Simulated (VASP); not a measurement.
# Ge (Pm-3m) in VASP: settings compared

Ge is run at these levels: PBEsol-based screened hybrid with 25 % exact exchange, HSE06, PBE-based screened hybrid with 25 % exact exchange; tasks: relaxation of cell and atoms.

All numbers are computed with VASP 6.6.1; they aren't measurements. Logs are shortened: lines on timing, memory, paths and dates and some standing lists are left out, and cuts for length are marked.

### Step 1. The cell of the first run

It takes space group Pm-3m (No. 221, cubic). Conventional cell: a = 2.710 Å, b = 2.710 Å, c = 2.710 Å, α = 90.00°, β = 90.00°, γ = 90.00°. Within 3.6 Å of Ge (site symmetry m-3m) lie 6 Ge at 2.71 Å.

This isn't the form of Ge at room conditions, which is diamond.

### Step 2. Relaxation of cell and atoms, PBEsol-based screened hybrid with 25 % exact exchange

Contents of POSCAR:

```
Ge
1.0
    2.7104700000      0.0000000000      0.0000000000
    0.0000000000      2.7104700000      0.0000000000
    0.0000000000      0.0000000000      2.7104700000
Ge
1
Direct
    0.0000000000      0.0000000000      0.0000000000
```

Contents of INCAR.step1:

```
PREC     = Accurate       # precision mode
ENCUT    = 600            # plane-wave cutoff, eV
EDIFF    = 1E-5           # SCF threshold, eV
ISMEAR   = -1             # smearing method
SIGMA    = 0.05           # smearing width, eV
LREAL    = False          # projectors in reciprocal space
LASPH    = True           # aspherical terms in the spheres
NELM     = 80             # most SCF steps
ALGO     = Normal         # electronic algorithm
LWAVE    = True           # write WAVECAR
LCHARG   = False          # write CHGCAR
GGA      = PE             # functional
NBANDS   = 13             # bands
```

Contents of INCAR.step2:

```
PREC     = Accurate       # precision mode
ENCUT    = 600            # plane-wave cutoff, eV
EDIFF    = 1E-6           # SCF threshold, eV
ISMEAR   = -1             # smearing method
SIGMA    = 0.05           # smearing width, eV
LREAL    = False          # projectors in reciprocal space
LASPH    = True           # aspherical terms in the spheres
NELM     = 80             # most SCF steps
ALGO     = Normal         # electronic algorithm
ISIF     = 3              # what is computed and relaxed
LWAVE    = False          # write WAVECAR
LCHARG   = False          # write CHGCAR
GGA      = PS             # functional
LHFCALC  = True           # exact exchange
AEXX     = 0.25           # exact-exchange fraction
HFSCREEN = 0.207          # screening, 1/A
PRECFOCK = Normal       
IBRION   = 2              # ionic algorithm
NSW      = 60             # ionic steps
EDIFFG   = -0.01          # ionic threshold
ISTART   = 1
```

Contents of KPOINTS:

```
Automatic mesh
0
Gamma
  5 5 5
```

Potentials or basis: VASP PAW PBE potentials, release 64 (Ge_d).

Launch:

```bash
$ cat potpaw_PBE.64/Ge_d/POTCAR > POTCAR
$ cp INCAR.step1 INCAR
$ mpirun -np 1 vasp_std > vasp.out
$ cp INCAR.step2 INCAR
$ mpirun -np 1 vasp_std > vasp.out
```

OUTCAR:

```text
PREC = Accurate
   ENCUT = 600
   EDIFF = 1E-6
   ISMEAR = -1
   LREAL = False
   LASPH = True
   NELM = 80
   ISIF = 3
   GGA = PS
   LHFCALC = True
   AEXX = 0.25
   HFSCREEN = 0.207
   PRECFOCK = Normal
   IBRION = 2
   NSW = 60
   EDIFFG = -0.01
   ISTART = 1

 ion  position               nearest neighbor table
   1  0.000  0.000  0.000-

  LATTYP: Found a simple cubic cell.
 ALAT       =     2.7104700000

  Lattice vectors:

 A1 = (   2.7104700000,   0.0000000000,   0.0000000000)
 A2 = (   0.0000000000,   2.7104700000,   0.0000000000)
 A3 = (   0.0000000000,   0.0000000000,   2.7104700000)

Analysis of symmetry for initial positions (statically):
=====================================================================
 Subroutine PRICEL returns:
 Original cell was already a primitive cell.

 Routine SETGRP: Setting up the symmetry group for a
 simple cubic supercell.

 Subroutine GETGRP returns: Found 48 space group operations
 (whereof 48 operations were pure point group operations)
 out of a pool of 48 trial point group operations.

The static configuration has the point symmetry O_h .

Analysis of symmetry for dynamics (positions and initial velocities):
=====================================================================
 Subroutine PRICEL returns:
 Original cell was already a primitive cell.

 Routine SETGRP: Setting up the symmetry group for a
 simple cubic supercell.

 Subroutine GETGRP returns: Found 48 space group operations
 (whereof 48 operations were pure point group operations)
 out of a pool of 48 trial point group operations.

The dynamic configuration has the point symmetry O_h .

 Subroutine INISYM returns: Found 48 space group operations
 (whereof 48 operations are pure point group operations),
 and found     1 'primitive' translations

----------------------------------------------------------------------------------------

                                     Primitive cell

  volume of cell :      19.9129

  direct lattice vectors                    reciprocal lattice vectors
     2.710470000  0.000000000  0.000000000     0.368939704  0.000000000  0.000000000
     0.000000000  2.710470000  0.000000000     0.000000000  0.368939704  0.000000000
     0.000000000  0.000000000  2.710470000     0.000000000  0.000000000  0.368939704

  length of vectors
     2.710470000  2.710470000  2.710470000     0.368939704  0.368939704  0.368939704

  position of ions in fractional coordinates (direct lattice)
     0.000000000  0.000000000  0.000000000

  ion indices of the primitive-cell ions
   primitive index   ion index
                 1           1

----------------------------------------------------------------------------------------

 KPOINTS: Automatic mesh

Automatic generation of k-mesh.
 Grid dimensions read from file:
 generate k-points for:    5    5    5

 Generating k-lattice:

  Cartesian coordinates                     Fractional coordinates (reciprocal lattice)
     0.073787941  0.000000000  0.000000000     0.200000000  0.000000000  0.000000000
     0.000000000  0.073787941  0.000000000     0.000000000  0.200000000  0.000000000
     0.000000000  0.000000000  0.073787941     0.000000000  0.000000000  0.200000000

  Length of vectors
     0.073787941  0.073787941  0.073787941

  Shift w.r.t. Gamma in fractional coordinates (k-lattice)
     0.000000000  0.000000000  0.000000000

 Subroutine IBZKPT returns following result:
 ===========================================

 Found     10 irreducible k-points:

 Following reciprocal coordinates:
            Coordinates               Weight
  0.000000  0.000000  0.000000      1.000000
  0.200000  0.000000  0.000000      6.000000
  0.400000  0.000000  0.000000      6.000000
  0.200000  0.200000  0.000000     12.000000
  0.400000  0.200000  0.000000     24.000000
  0.400000  0.400000  0.000000     12.000000
  0.200000  0.200000  0.200000      8.000000
  0.400000  0.200000  0.200000     24.000000
  0.400000  0.400000  0.200000     24.000000
  0.400000  0.400000  0.400000      8.000000
   k-points           NKPTS =     10   k-points in BZ     NKDIM =    125   number of bands    NBANDS=     11
   number of dos      NEDOS =    301   number of ions     NIONS =      1
   total plane-waves  NPLWV =  13824
   dimension x,y,z NGX =    24 NGY =   24 NGZ =   24
   dimension x,y,z NGXF=    48 NGYF=   48 NGZF=   48
   ions per type =               1
   NGX,Y,Z   is equivalent  to a cutoff of  14.72, 14.72, 14.72 a.u.
   NGXF,Y,Z  is equivalent  to a cutoff of  29.44, 29.44, 29.44 a.u.
 SYSTEM =  unknown system
   PREC   = accura    normal or accurate (medium, high low for compatibility)
   ISTART =      1    job   : 0-new  1-cont  2-samecut
   ICHARG =      0    charge: 1-file 2-atom 10-const
   ISPIN  =      1    spin polarized calculation?
   LNONCOLLINEAR =      F non collinear calculations
   LSORBIT =      F    spin-orbit coupling
   LASPH  =      T    aspherical Exc in radial PAW
   ENCUT  =  600.0 eV  44.10 Ry    6.64 a.u.   5.41  5.41  5.41*2*pi/ulx,y,z
   NELM   =     80;   NELMIN=  2; NELMDL=  0     # of ELM steps
   EDIFF  = 0.1E-05   stopping-criterion for ELM
   LREAL  =      F    real-space projection
   EDIFFG = -.1E-01   stopping-criterion for IOM
   NSW    =     60    number of steps for IOM
   IBRION =      2    ionic relax: 0-MD 1-quasi-New 2-CG
   NFREE  =      1    steps in history (QN), initial steepest desc. (CG)
   ISIF   =      3    stress and relaxation
   ISYM   =      3    0-nonsym 1-usesym 2-fastsym
   POTIM  = 0.5000    time-step for ionic-motion
   TEBEG  =    0.0;   TEEND  =   0.0 temperature during run
   PSTRESS=    0.0 pullay stress
   NELECT =      14.0000    total number of electrons
   NUPDOWN=      -1.0000    fix difference up-down
   EMIN   =  10.00;   EMAX   =-10.00  energy-range for DOS
   EFERMI =   0.00;   METHOD = LEGACY
   ISMEAR =    -1;   SIGMA  =   0.05  broadening in eV -4-tet -1-fermi 0-gaus
   EFERMI_NEDOS =   21; number of points for ismear=-14 and -15
   IALGO  =     38    algorithm
   IMIX   =      1    mixing-type and parameters
     AMIX     =   0.40;   BMIX     =  1.00
     AMIX_MAG =   1.60;   BMIX_MAG =  1.00
  volume/ion in A,a.u.               =      19.91       134.38
  Fermi-wavevector in a.u.,A,eV,Ry     =   1.455703  2.750881 28.831731  2.119072
  Thomas-Fermi vector in A             =   2.572707
   LORBIT       =      0    0 simple, 1 ext, 2 COOP (PROOUT), +10 PAW based schemes
   GGA     = PS    functional components
   LHFCALC =     T    Hartree Fock is set to
   PRECFOCK=normal    Normal, Fast or Accurate (Low or Medium for compatibility)
   ENCUT4O =  -1.0   cutoff for four orbital integrals eV
   NKREDX  =     1    reduce k-point grid by
   NKREDY  =     1    reduce k-point grid by
   NKREDZ  =     1    reduce k-point grid by
   AEXX    =    0.2500 exact exchange contribution
   HFSCREEN=    0.2070 screening length (either q_TF or 0.3 A-1)
   HFSCREENC=   0.2070 screening length for correlation (either q_TF or 0.3 A-1)
   ENCUTFOCK=  -1.0 apply spherical cutoff to Coloumb kernel
   IVDW    =     0    specifies the selected vdW correction
   LEPSILON=     F    determine dielectric tensor
   LRPA    =     F    only Hartree local field effects (RPA)
 conjugate gradient relaxation of ions
 non-spin polarized calculation
  energy-cutoff  :      600.00
  volume of cell :       19.91
 maximum number of plane-waves:       691
 NGX is ok and might be reduce to    24
  NGX = 18; NGY = 18; NGZ = 18

--------------------------------------- Ionic step        1  -------------------------------------------

 number of electron      13.9999994 magnetization

 Free energy of the ion-electron system (eV)
  ---------------------------------------------------
  ext. energy  EPLUGINS =         0.00000000
  ---------------------------------------------------
  free energy    TOTEN  =        -5.42356312 eV

  energy without entropy =       -5.42023758  energy(sigma->0) =       -5.42190035

------------------------ aborting loop because EDIFF is reached ----------------------------------------

  FORCE on cell =-STRESS in cart. coord.  units (eV):
  Direction    XX          YY          ZZ          XY          YZ          ZX
  --------------------------------------------------------------------------------------
  -------------------------------------------------------------------------------------
  Total       -0.3859664     -0.3859664     -0.3859664     -0.0000000      0.0000000     -0.0000000
  in kB      -31.0546231    -31.0546231    -31.0546231     -0.0000000      0.0000000     -0.0000000
  external PRESSURE =     -31.0546231 kB  Pullay stress =       0.0000000 kB

 VOLUME and BASIS-vectors are now :
 -----------------------------------------------------------------------------
  energy-cutoff  :      600.00
  volume of cell :       19.91
      direct lattice vectors                 reciprocal lattice vectors
     2.710470000  0.000000000  0.000000000     0.368939704  0.000000000  0.000000000
     0.000000000  2.710470000  0.000000000     0.000000000  0.368939704  0.000000000
     0.000000000  0.000000000  2.710470000     0.000000000  0.000000000  0.368939704
[... 211 lines left out ...]
 POSITION                                       TOTAL-FORCE (eV/Angst)
 -----------------------------------------------------------------------------------
      2.67283      2.67283      2.67283        -0.000000      0.000000      0.000000
 -----------------------------------------------------------------------------------
    total drift:                               -0.000004      0.000001      0.000000

  FREE ENERGIE OF THE ION-ELECTRON SYSTEM (eV)
  ---------------------------------------------------
  free  energy   TOTEN  =        -5.4326722698 eV

  energy  without entropy=       -5.4293467287  energy(sigma->0) =       -5.43100950

--------------------------------------- Ionic step        8  -------------------------------------------

 number of electron      13.9999991 magnetization

 Free energy of the ion-electron system (eV)
  ---------------------------------------------------
  ext. energy  EPLUGINS =         0.00000000
  ---------------------------------------------------
  free energy    TOTEN  =        -5.43267619 eV

  energy without entropy =       -5.42935065  energy(sigma->0) =       -5.43101342

 E-fermi :   5.5977     XC(G=0):  -9.2629

 val. band max:        5.4409614530   @ k =   0.4000   0.4000   0.2000
 cond. band min:       6.5957650031   @ k =   0.4000   0.4000   0.4000
 fundamental gap:      1.1548035501
 Fermi energy:         5.5977361638

 k-point     1 :       0.0000    0.0000    0.0000
  band No.  band energies     occupation
      1     -21.8278      2.00000
      2     -21.8278      2.00000
      3     -21.5494      2.00000
      4     -21.5494      2.00000
      5     -21.5494      2.00000
      6      -8.5023      2.00000
      7      13.8525      0.00000
      8      13.8525      0.00000
      9      13.8525      0.00000
     10      17.1319      0.00000
     11      17.1319      0.00000

 k-point     2 :       0.2000    0.0000    0.0000
  band No.  band energies     occupation
      1     -21.8224      2.00000
      2     -21.7542      2.00000
      3     -21.5745      2.00000
      4     -21.5745      2.00000
      5     -21.5473      2.00000
      6      -7.6064      2.00000
      7       7.4503      0.00000
      8      14.6590      0.00000
      9      14.6590      0.00000
     10      17.8765      0.00000
     11      19.6498      0.00000
[... 132 lines left out ...]
 POSITION                                       TOTAL-FORCE (eV/Angst)
 -----------------------------------------------------------------------------------
      0.00000      0.00000      0.00000         0.000000      0.000000      0.000000
 -----------------------------------------------------------------------------------
    total drift:                               -0.000000     -0.000000     -0.000000

  FREE ENERGIE OF THE ION-ELECTRON SYSTEM (eV)
  ---------------------------------------------------
  free  energy   TOTEN  =        -5.4326761875 eV

  energy  without entropy=       -5.4293506464  energy(sigma->0) =       -5.43101342

 reached required accuracy - stopping structural energy minimisation
```

Run time: 24 min. Hardware: 1 thread of Intel Xeon Platinum 8488C (Sapphire Rapids), shared host; peak memory 0.25 GiB.

Results:

```
Free energy                           : -5.4327 eV
Relaxed volume                        : 19.09 Å³/atom
Relaxed cell                          : a = 2.672 Å, b = 2.672 Å, c = 2.672 Å, α = 90.00°, β = 90.00°, γ = 90.00°
Space group after relaxing (to 0.1 Å) : Pm-3m (No. 221)
Energy gained by relaxing             : 9.1 meV/atom
Ionic steps                           : 8
Pressure after relaxing               : 0.1 GPa
Band gap on the k mesh                : zero (bands 7 and 8 overlap by 9.26 eV)
```

The path:
```
step  energy change (eV)  largest force (eV/Å)  pressure (GPa)  volume (Å³)
   1              0.0000                0.0000           -3.11        19.91
   2             -0.0082                0.0000            1.30        18.82
   3             -0.0091                0.0000           -0.09        19.06
   4             -0.0091                0.0000            0.31        19.05
   5             -0.0090                0.0000           -0.47        19.14
   6             -0.0091                0.0000            0.13        19.08
   7             -0.0091                0.0000           -0.22        19.09
   8             -0.0091                0.0000            0.08        19.09
```

Final structure:
```
CELL_PARAMETERS angstrom
2.67243 0.00000 0.00000
0.00000 2.67243 0.00000
0.00000 0.00000 2.67243
ATOMIC_POSITIONS crystal
Ge 0.00000 0.00000 0.00000
```

Caveat: the k points lie up to 0.47 Å⁻¹ apart in the final cell, too coarse for converged energies and pressures of a metal; the PAW data sets were made with another functional, which shifts forces and pressure a little.

(Part 1 of 2 ends here.)

The gap in the log of VASP goes by the Fermi energy; the results here count the filled bands.